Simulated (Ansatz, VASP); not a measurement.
One calculation of Ge, two programs

Contents of INCAR:

```
SYSTEM = Ge
PREC     = Accurate       ! precision mode
ENCUT    = 520            ! plane-wave cutoff, eV
EDIFF    = 1E-6           ! SCF threshold, eV
ISMEAR   = 0              ! smearing method
SIGMA    = 0.15           ! smearing width, eV
LREAL    = .False.        ! projectors in reciprocal space
LASPH    = .True.         ! aspherical terms in the spheres
NELM     = 80             ! most SCF steps
ALGO     = Fast           ! electronic algorithm
ISIF     = 2              ! what is computed and relaxed
LWAVE    = .False.        ! write WAVECAR
LCHARG   = .False.        ! write CHGCAR
GGA      = PE             ! functional
NBANDS   = 36             ! bands
```

KPOINTS

```
Automatic mesh
0
Gamma
  8 8 6
  0 0 0
```

POSCAR

```
Ge
1.0
    0.0000000000     -2.8805347711     -2.8805347711
    0.0000000000      2.8805347711     -2.8805347711
    5.7610695423      0.0000000000      0.0000000000
Ge
4
Direct
    0.4902370832      0.5091098412     -0.0025463174
    0.0154116929     -0.0005510659      0.5175676037
   -0.0102696425      0.5043289007      0.2465530308
    0.5046208664     -0.0128876760      0.7384256829
```

Input for Ansatz:

```yaml
crystal:
  lattice:
    - [0.0, -2.8805347711, -2.8805347711]
    - [0.0, 2.8805347711, -2.8805347711]
    - [5.7610695423, 0.0, 0.0]
  atoms:
    - { symbol: Ge, position: [0.4902370832, 0.5091098412, -0.0025463174] }
    - { symbol: Ge, position: [0.0154116929, -0.0005510659, 0.5175676037] }
    - { symbol: Ge, position: [-0.0102696425, 0.5043289007, 0.2465530308] }
    - { symbol: Ge, position: [0.5046208664, -0.012887676, 0.7384256829] }
basis:
  ecutwfc: 420
kpoints:
  mp_grid: { grid: [8, 8, 6] }
hamiltonian:
  xc: pbe
scf:
  occupations: { method: gaussian, width: 0.15 }
output:
  forces: true
  stress: true
  eigenvalues: true
```

Change from the starting cell: all atoms moved at random, sigma 0.05 Å a component.

Alike in both runs: task single point; functional PBE; k mesh 8 × 8 × 6; occupations gaussian, width 0.15 eV; no spin polarisation.

|  | VASP | Ansatz |
| --- | --- | --- |
| version | VASP 6.6.1 | Ansatz 0.2.0 |
| potentials or method | VASP PAW PBE potentials, release 64 (Ge_d), cutoff 520 eV | scalar-relativistic, plane waves, PAW |
| valence electrons in the cell | 56 | 56 |

Ansatz gave:

* gap on the k mesh at the Fermi level (eV): none
* pressure (GPa): 0.6
* traceless stress, the component that is largest in VASP (GPa): 2.29
* rms of the force components (eV/Å): 0.706

Q: What did VASP give for the same quantities?

A: gap on the k mesh at the Fermi level (eV): none; pressure (GPa): 0.5; traceless stress, the component that is largest in VASP (GPa): 2.28; rms of the force components (eV/Å): 0.705.

Atom by atom the forces differ by 0.001 eV/Å (rms over components). A gap of «none» marks a metal or a gap that the smearing closes. With one functional, cell and mesh, what is left measures potentials, basis and numerics.
